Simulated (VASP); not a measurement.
# AlN (P6_3mc) in VASP: a series of runs

AlN is run at these levels: PBE; tasks: relaxation of shape and atoms at fixed volume.

All numbers are computed with VASP 6.6.1; they aren't measurements. Logs are shortened: lines on timing, memory, paths and dates and some standing lists are left out, and cuts for length are marked.

## Step 1: The cell of the first run

The structure is hexagonal, space group P6_3mc (No. 186). The conventional cell has a = 3.088 Å, b = 3.088 Å, c = 4.950 Å, α = 90.00°, β = 90.00°, γ = 120.00°. Al (site symmetry 3m) has 4 N at 1.88 to 1.89 Å within 2.5 Å. Within 2.5 Å of N (site symmetry 3m) lie 4 Al at 1.88 to 1.89 Å.

## Step 2: Relaxation of shape and atoms at fixed volume, PBE (volume scaled by 0.960)

Contents of INCAR:

```
SYSTEM = AlN
ALGO = Normal
EDIFF = 1E-6
EDIFFG = -0.01
ENCUT = 600
GGA = PE
IBRION = 2
ISIF = 4
ISMEAR = 0
LASPH = .True.
LCHARG = .False.
LREAL = .False.
LWAVE = .False.
NELM = 80
NSW = 60
PREC = Accurate
SIGMA = 0.05
```

Contents of KPOINTS:

```
k-points
0
Gamma
  10 10 6
  0 0 0
```

Contents of POSCAR:

```
AlN
1.0
    3.0879176776      0.0000000000      0.0000000000
   -1.5439588388      2.6742151536      0.0000000000
    0.0000000000      0.0000000000      4.9502075237
Al N
2 2
Direct
    0.3333333333      0.6666666667     -0.0007699053
    0.6666666667      0.3333333333      0.4992300947
    0.3333333333      0.6666666667      0.3807699053
    0.6666666667      0.3333333333      0.8807699053
```

Potentials or basis: VASP PAW PBE potentials, release 64 (Al, N).

Launch:

```console
> cat potpaw_PBE.64/Al/POTCAR potpaw_PBE.64/N/POTCAR > POTCAR
> mpirun -np 1 vasp_std > vasp.out
```

OUTCAR:

```text
SYSTEM = AlN
   EDIFF = 1E-6
   EDIFFG = -0.01
   ENCUT = 600
   GGA = PE
   IBRION = 2
   ISIF = 4
   ISMEAR = 0
   LASPH = .True.
   LREAL = .False.
   NELM = 80
   NSW = 60
   PREC = Accurate

 ion  position               nearest neighbor table
   1  0.333  0.667  0.999-   4 1.88   4 1.88   4 1.88   3 1.89   2 3.05   2 3.05   2 3.05   2 3.05
                             2 3.05   2 3.05
   2  0.667  0.333  0.499-   3 1.88   3 1.88   3 1.88   4 1.89   1 3.05   1 3.05   1 3.05   1 3.05
                             1 3.05   1 3.05
   3  0.333  0.667  0.381-   2 1.88   2 1.88   2 1.88   1 1.89
   4  0.667  0.333  0.881-   1 1.88   1 1.88   1 1.88   2 1.89

  LATTYP: Found a hexagonal cell.
 ALAT       =     3.0879176776
 C/A-ratio  =     1.6030892143

  Lattice vectors:

 A1 = (   3.0879176776,   0.0000000000,   0.0000000000)
 A2 = (  -1.5439588388,   2.6742151536,   0.0000000000)
 A3 = (   0.0000000000,   0.0000000000,   4.9502075237)

Analysis of symmetry for initial positions (statically):
=====================================================================
 Subroutine PRICEL returns:
 Original cell was already a primitive cell.

 Routine SETGRP: Setting up the symmetry group for a
 hexagonal supercell.

 Subroutine GETGRP returns: Found 12 space group operations
 (whereof  6 operations were pure point group operations)
 out of a pool of 24 trial point group operations.

The static configuration has the point symmetry C_3v.
 The point group associated with its full space group is C_6v.

Analysis of symmetry for dynamics (positions and initial velocities):
=====================================================================
 Subroutine PRICEL returns:
 Original cell was already a primitive cell.

 Routine SETGRP: Setting up the symmetry group for a
 hexagonal supercell.

 Subroutine GETGRP returns: Found 12 space group operations
 (whereof  6 operations were pure point group operations)
 out of a pool of 24 trial point group operations.

The dynamic configuration has the point symmetry C_3v.
 The point group associated with its full space group is C_6v.

 Subroutine INISYM returns: Found 12 space group operations
 (whereof  6 operations are pure point group operations),
 and found     1 'primitive' translations

----------------------------------------------------------------------------------------

                                     Primitive cell

[... 114 lines left out ...]
     AMIX_MAG =   1.60;   BMIX_MAG =  1.00
  volume/ion in A,a.u.               =      10.22        68.96
  Fermi-wavevector in a.u.,A,eV,Ry     =   1.197530  2.263003 19.511811  1.434078
  Thomas-Fermi vector in A             =   2.333442
   LORBIT       =      0    0 simple, 1 ext, 2 COOP (PROOUT), +10 PAW based schemes
   GGA     = PE    functional components
   LHFCALC =     F    Hartree Fock is set to
   AEXX    =    0.0000 exact exchange contribution
   IVDW    =     0    specifies the selected vdW correction
   LEPSILON=     F    determine dielectric tensor
   LRPA    =     F    only Hartree local field effects (RPA)
 conjugate gradient relaxation of ions
 non-spin polarized calculation
 Gauss-broadening in eV      SIGMA  =   0.05
  energy-cutoff  :      600.00
  volume of cell :       40.88
 maximum number of plane-waves:      1387
 NGX is ok and might be reduce to    28
   NGX = 13   NGY = 13   NGZ = 19

--------------------------------------- Ionic step        1  -------------------------------------------

 number of electron      15.9999999 magnetization

 Free energy of the ion-electron system (eV)
  ---------------------------------------------------
  ext. energy  EPLUGINS =         0.00000000
  ---------------------------------------------------
  free energy    TOTEN  =       -29.74148110 eV

  energy without entropy =      -29.74148110  energy(sigma->0) =      -29.74148110

------------------------ aborting loop because EDIFF is reached ----------------------------------------

  FORCE on cell =-STRESS in cart. coord.  units (eV):
  Direction    XX          YY          ZZ          XY          YZ          ZX
  --------------------------------------------------------------------------------------
  -------------------------------------------------------------------------------------
  Total        2.1351714      2.1351714      2.0019292      0.0000000      0.0000000      0.0000000
  in kB       83.6869738     83.6869738     78.4646130      0.0000000      0.0000000      0.0000000
  external PRESSURE =      81.9461869 kB  Pullay stress =       0.0000000 kB
[... 139 lines left out ...]
--------------------------------------- Ionic step        5  -------------------------------------------

 number of electron      16.0000000 magnetization

 Free energy of the ion-electron system (eV)
  ---------------------------------------------------
  ext. energy  EPLUGINS =         0.00000000
  ---------------------------------------------------
  free energy    TOTEN  =       -29.74164668 eV

  energy without entropy =      -29.74164668  energy(sigma->0) =      -29.74164668

 E-fermi :   6.6111     XC(G=0): -11.0048

 val. band max:        6.3775817164   @ k =   0.0000   0.0000   0.0000
 cond. band min:      10.7640086889   @ k =   0.0000   0.0000   0.0000
 fundamental gap:      4.3864269725
 Fermi energy:         6.6111295819

 k-point     1 :       0.0000    0.0000    0.0000
  band No.  band energies     occupation
      1      -8.9569      2.00000
      2      -6.7371      2.00000
      3       0.2781      2.00000
      4       5.4783      2.00000
      5       5.4783      2.00000
      6       6.1376      2.00000
      7       6.1376      2.00000
      8       6.3776      2.00000
      9      10.7640      0.00000
     10      13.2008      0.00000
     11      17.1670      0.00000
     12      17.6568      0.00000
[... 331 lines left out ...]
 k-point    24 :       0.4000    0.1000    0.1667
  band No.  band energies     occupation
      1      -6.9139      2.00000
      2      -6.2278      2.00000
      3       0.8709      2.00000
      4       1.9092      2.00000
      5       3.2516      2.00000
      6       4.0354      2.00000
      7       4.9304      2.00000
      8       5.2658      2.00000
      9      11.9739      0.00000
     10      12.8943      0.00000
     11      15.3841      0.00000
     12      16.2931      0.00000

 [... further k-points ...]

------------------------ aborting loop because EDIFF is reached ----------------------------------------

  FORCE on cell =-STRESS in cart. coord.  units (eV):
  Direction    XX          YY          ZZ          XY          YZ          ZX
  --------------------------------------------------------------------------------------
  -------------------------------------------------------------------------------------
  Total        2.0749281      2.0749281      2.0775350      0.0000000      0.0000000      0.0000000
  in kB       81.3257680     81.3257680     81.4279451      0.0000000      0.0000000      0.0000000
  external PRESSURE =      81.3598270 kB  Pullay stress =       0.0000000 kB
[... 19 lines left out ...]
  FREE ENERGIE OF THE ION-ELECTRON SYSTEM (eV)
  ---------------------------------------------------
  free  energy   TOTEN  =       -29.7416466757 eV

  energy  without entropy=      -29.7416466757  energy(sigma->0) =      -29.74164668

 reached required accuracy - stopping structural energy minimisation
```

OSZICAR:

```text
N       E                     dE             d eps       ncg     rms          rms(c)
DAV:   1     0.554530439852E+02    0.55453E+02   -0.82110E+03  1344   0.134E+03
DAV:   2    -0.304222899380E+02   -0.85875E+02   -0.79227E+02  1932   0.246E+02
DAV:   3    -0.345411625749E+02   -0.41189E+01   -0.41060E+01  1780   0.593E+01
[... 29 lines left out ...]
       N       E                     dE             d eps       ncg     rms          rms(c)
DAV:   1    -0.297416445201E+02   -0.16600E-04   -0.35932E-03  1344   0.554E-01    0.819E-03
DAV:   2    -0.297416479744E+02   -0.34543E-05   -0.52660E-05  1576   0.644E-02    0.606E-03
DAV:   3    -0.297416467797E+02    0.11947E-05   -0.11631E-06   924   0.134E-02    0.271E-03
DAV:   4    -0.297416466757E+02    0.10406E-06   -0.14746E-06   688   0.115E-02
   5 F= -.29741647E+02 E0= -.29741647E+02  d E =-.239429E-04
```

CONTCAR:

```text
AlN
   1.00000000000000
     3.0905437026924232    0.0000000000000000    0.0000000000000000
    -1.5452718513462116    2.6764893580414300   -0.0000000000000000
     0.0000000000000000    0.0000000000000000    4.9417987466950919
  Al              N
     2     2
Direct
     0.3333333332999970    0.6666666667000030    0.9988653729923795
     0.6666666667000030    0.3333333332999970    0.4988653729923795
     0.3333333332999970    0.6666666667000030    0.3811346270076231
     0.6666666667000030    0.3333333332999970    0.8811346270076230

  0.00000000E+00  0.00000000E+00  0.00000000E+00
  0.00000000E+00  0.00000000E+00  0.00000000E+00
  0.00000000E+00  0.00000000E+00  0.00000000E+00
  0.00000000E+00  0.00000000E+00  0.00000000E+00
```

It took 52 s on 1 thread of Intel Xeon Platinum 8375C at 2.90GHz (Ice Lake), shared host; peak memory 0.19 GiB.

Results:

| Property | Result |
| --- | --- |
| Free energy | -29.7416 eV |
| Energy gained by relaxing | 0.0 meV/atom |
| Ionic steps | 5 |
| Pressure after relaxing | 8.1 GPa |
| Band gap on the k mesh | 4.39 eV, direct |

The path:
```tsv
step	energy change (eV)	largest force (eV/Å)	pressure (GPa)	volume (Å³)
1	0.0000	0.0150	8.19	40.88
2	-0.0001	0.0171	8.15	40.88
3	-0.0001	0.0182	8.14	40.88
4	-0.0001	0.0171	8.13	40.88
5	-0.0002	0.0012	8.14	40.88
```

Final structure:
```cif
data_structure
_symmetry_space_group_name_H-M 'P 1'
_symmetry_Int_Tables_number 1
_cell_length_a 3.0905
_cell_length_b 3.0905
_cell_length_c 4.9418
_cell_angle_alpha 90.000
_cell_angle_beta 90.000
_cell_angle_gamma 120.000
_cell_volume 40.88
loop_
_atom_site_label
_atom_site_type_symbol
_atom_site_fract_x
_atom_site_fract_y
_atom_site_fract_z
_atom_site_occupancy
Al1 Al 0.33333 0.66667 0.99887 1
Al2 Al 0.66667 0.33333 0.49887 1
N1 N 0.33333 0.66667 0.38113 1
N2 N 0.66667 0.33333 0.88113 1
```

Levels at points of the mesh, in eV from the valence-band top:
```csv
k point,band 6,band 7,band 8,band 9,band 10,band 11
"(0.00, 0.00, 0.00)",-0.24,-0.24,0.00,4.39,6.82,10.79
"(0.50, 0.00, 0.00)",-2.14,-1.82,-0.72,5.85,5.87,8.36
"(0.00, 0.00, 0.50)",-0.58,-0.58,-0.58,6.64,6.64,10.49
"(0.50, 0.00, 0.50)",-1.51,-1.39,-1.39,5.38,5.38,9.38
```

Caveat: the cell differs from its parent crystal (volume scaled by 0.960). A k mesh can miss the band edges.

## Step 3: Relaxation of shape and atoms at fixed volume, PBE (volume scaled by 1.040)

Contents of INCAR:

```
SYSTEM = AlN
PREC     = Accurate       ! precision mode
ENCUT    = 600            ! plane-wave cutoff, eV
EDIFF    = 1E-6           ! SCF threshold, eV
ISMEAR   = 0              ! smearing method
SIGMA    = 0.05           ! smearing width, eV
LREAL    = .FALSE.        ! projectors in reciprocal space
LASPH    = .TRUE.         ! aspherical terms in the spheres
NELM     = 60             ! most SCF steps
ALGO     = Normal         ! electronic algorithm
ISIF     = 4              ! what is computed and relaxed
LWAVE    = .FALSE.        ! write WAVECAR
LCHARG   = .FALSE.        ! write CHGCAR
GGA      = PE             ! functional
IBRION   = 2              ! ionic algorithm
NSW      = 60             ! ionic steps
EDIFFG   = -0.01          ! ionic threshold
```

Contents of KPOINTS:

```
Automatic mesh
0
G
  10 10 6
  0 0 0
```

Contents of POSCAR:

```
AlN
1.0
    3.1714150476      0.0000000000      0.0000000000
   -1.5857075238      2.7465259972      0.0000000000
    0.0000000000      0.0000000000      5.0840612571
Al N
2 2
Direct
    0.3333333333      0.6666666667     -0.0007699053
    0.6666666667      0.3333333333      0.4992300947
    0.3333333333      0.6666666667      0.3807699053
    0.6666666667      0.3333333333      0.8807699053
```

Potentials or basis: VASP PAW PBE potentials, release 64 (Al, N).

Launch:

```console
> cat potpaw_PBE.64/Al/POTCAR potpaw_PBE.64/N/POTCAR > POTCAR
> mpirun -np 1 vasp_std > vasp.out
```

OUTCAR:

```text
SYSTEM = AlN
   PREC = Accurate
   ENCUT = 600
   EDIFF = 1E-6
   ISMEAR = 0
   LREAL = .FALSE.
   LASPH = .TRUE.
   NELM = 60
   ISIF = 4
   GGA = PE
   IBRION = 2
   NSW = 60
   EDIFFG = -0.01

 ion  position               nearest neighbor table
   1  0.333  0.667  0.999-   4 1.93   4 1.93   4 1.93   3 1.94   2 3.13   2 3.13   2 3.13   2 3.13
                             2 3.13   2 3.13
   2  0.667  0.333  0.499-   3 1.93   3 1.93   3 1.93   4 1.94   1 3.13   1 3.13   1 3.13   1 3.13
                             1 3.13   1 3.13
   3  0.333  0.667  0.381-   2 1.93   2 1.93   2 1.93   1 1.94
   4  0.667  0.333  0.881-   1 1.93   1 1.93   1 1.93   2 1.94

  LATTYP: Found a hexagonal cell.
 ALAT       =     3.1714150476
 C/A-ratio  =     1.6030892144

  Lattice vectors:

 A1 = (   3.1714150476,   0.0000000000,   0.0000000000)
 A2 = (  -1.5857075238,   2.7465259972,   0.0000000000)
 A3 = (   0.0000000000,   0.0000000000,   5.0840612571)

Analysis of symmetry for initial positions (statically):
=====================================================================
 Subroutine PRICEL returns:
 Original cell was already a primitive cell.

 Routine SETGRP: Setting up the symmetry group for a
 hexagonal supercell.

 Subroutine GETGRP returns: Found 12 space group operations
 (whereof  6 operations were pure point group operations)
 out of a pool of 24 trial point group operations.

The static configuration has the point symmetry C_3v.
 The point group associated with its full space group is C_6v.

Analysis of symmetry for dynamics (positions and initial velocities):
=====================================================================
 Subroutine PRICEL returns:
 Original cell was already a primitive cell.

 Routine SETGRP: Setting up the symmetry group for a
 hexagonal supercell.

[... 149 lines left out ...]
--------------------------------------- Ionic step        1  -------------------------------------------

 number of electron      15.9999998 magnetization

 Free energy of the ion-electron system (eV)
  ---------------------------------------------------
  ext. energy  EPLUGINS =         0.00000000
  ---------------------------------------------------
  free energy    TOTEN  =       -29.74293166 eV

  energy without entropy =      -29.74293166  energy(sigma->0) =      -29.74293166

------------------------ aborting loop because EDIFF is reached ----------------------------------------

  FORCE on cell =-STRESS in cart. coord.  units (eV):
  Direction    XX          YY          ZZ          XY          YZ          ZX
  --------------------------------------------------------------------------------------
  -------------------------------------------------------------------------------------
  Total       -2.0957794     -2.0957794     -1.9510951      0.0000000      0.0000000     -0.0000000
  in kB      -75.8243294    -75.8243294    -70.5897175      0.0000000      0.0000000     -0.0000000
  external PRESSURE =     -74.0794588 kB  Pullay stress =       0.0000000 kB
[... 101 lines left out ...]
--------------------------------------- Ionic step        4  -------------------------------------------

 number of electron      15.9999999 magnetization

 Free energy of the ion-electron system (eV)
  ---------------------------------------------------
  ext. energy  EPLUGINS =         0.00000000
  ---------------------------------------------------
  free energy    TOTEN  =       -29.74308977 eV

  energy without entropy =      -29.74308977  energy(sigma->0) =      -29.74308977

 E-fermi :   5.8205     XC(G=0): -10.6588

 val. band max:        5.5806179961   @ k =   0.0000   0.0000   0.0000
 cond. band min:       9.3013600882   @ k =   0.0000   0.0000   0.0000
 fundamental gap:      3.7207420921
 Fermi energy:         5.8204969649

 k-point     1 :       0.0000    0.0000    0.0000
  band No.  band energies     occupation
      1      -9.2403      2.00000
      2      -7.2836      2.00000
      3      -0.1461      2.00000
      4       4.7853      2.00000
      5       4.7853      2.00000
      6       5.4119      2.00000
      7       5.4119      2.00000
      8       5.5806      2.00000
      9       9.3014      0.00000
     10      11.7917      0.00000
     11      15.7234      0.00000
     12      16.3634      0.00000
[... 331 lines left out ...]
 k-point    24 :       0.4000    0.1000    0.1667
  band No.  band energies     occupation
      1      -7.4110      2.00000
      2      -6.8100      2.00000
      3       0.4089      2.00000
      4       1.3448      2.00000
      5       2.6598      2.00000
      6       3.4045      2.00000
      7       4.2434      2.00000
      8       4.5491      2.00000
      9      10.9851      0.00000
     10      11.8495      0.00000
     11      13.9831      0.00000
     12      14.9613      0.00000

 [... further k-points ...]

------------------------ aborting loop because EDIFF is reached ----------------------------------------

  FORCE on cell =-STRESS in cart. coord.  units (eV):
  Direction    XX          YY          ZZ          XY          YZ          ZX
  --------------------------------------------------------------------------------------
  -------------------------------------------------------------------------------------
  Total       -2.0473882     -2.0473882     -2.0355970      0.0000000      0.0000000      0.0000000
  in kB      -74.0735591    -74.0735591    -73.6469566      0.0000000      0.0000000      0.0000000
  external PRESSURE =     -73.9313583 kB  Pullay stress =       0.0000000 kB
[... 19 lines left out ...]
  FREE ENERGIE OF THE ION-ELECTRON SYSTEM (eV)
  ---------------------------------------------------
  free  energy   TOTEN  =       -29.7430897733 eV

  energy  without entropy=      -29.7430897733  energy(sigma->0) =      -29.74308977

 reached required accuracy - stopping structural energy minimisation
```

It took 51 s on 1 thread of Intel Xeon Platinum 8375C at 2.90GHz (Ice Lake), shared host; peak memory 0.19 GiB.

What came out:

* Free energy: -29.7431 eV
* Energy gained by relaxing: 0.0 meV/atom
* Ionic steps: 4
* Pressure after relaxing: -7.4 GPa
* Largest force after relaxing: 0.006 eV/Å
* Band gap on the k mesh: 3.72 eV, direct

Forces on the atoms (eV/Å):
```
Al   0.000  0.000 -0.006
Al   0.000  0.000 -0.006
N    0.000  0.000  0.006
N    0.000  0.000  0.006
```

Step by step:
```
step  energy change (eV)  largest force (eV/Å)  pressure (GPa)  volume (Å³)
   1              0.0000                0.0139           -7.41        44.28
   2             -0.0001                0.0144           -7.40        44.28
   3             -0.0001                0.0145           -7.40        44.28
   4             -0.0002                0.0062           -7.39        44.28
```

Final structure:
```yaml
crystal:
  lattice:
    - [3.16886, 0.00000, 0.00000]
    - [-1.58443, 2.74431, 0.00000]
    - [0.00000, 0.00000, 5.09227]
  atoms:
    - { symbol: Al, position: [0.33333, 0.66667, 0.99959] }
    - { symbol: Al, position: [0.66667, 0.33333, 0.49959] }
    - { symbol: N, position: [0.33333, 0.66667, 0.38041] }
    - { symbol: N, position: [0.66667, 0.33333, 0.88041] }
```

Levels at points of the mesh, in eV from the valence-band top:
```
           k point  band 4  band 5  band 6  band 7  band 8  band 9  band 10  band 11  band 12
(0.00, 0.00, 0.00)   -0.80   -0.80   -0.17   -0.17    0.00    3.72     6.21    10.14    10.78
(0.50, 0.00, 0.00)   -4.02   -3.19   -1.97   -1.68   -0.65    5.65     5.67     7.70     9.88
(0.00, 0.00, 0.50)   -3.24   -0.49   -0.49   -0.49   -0.49    6.00     6.00     9.86     9.86
(0.50, 0.00, 0.50)   -5.36   -1.38   -1.38   -1.30   -1.30    5.12     5.12     8.92     8.92
```

Caveat: the cell differs from its parent crystal (volume scaled by 1.040).
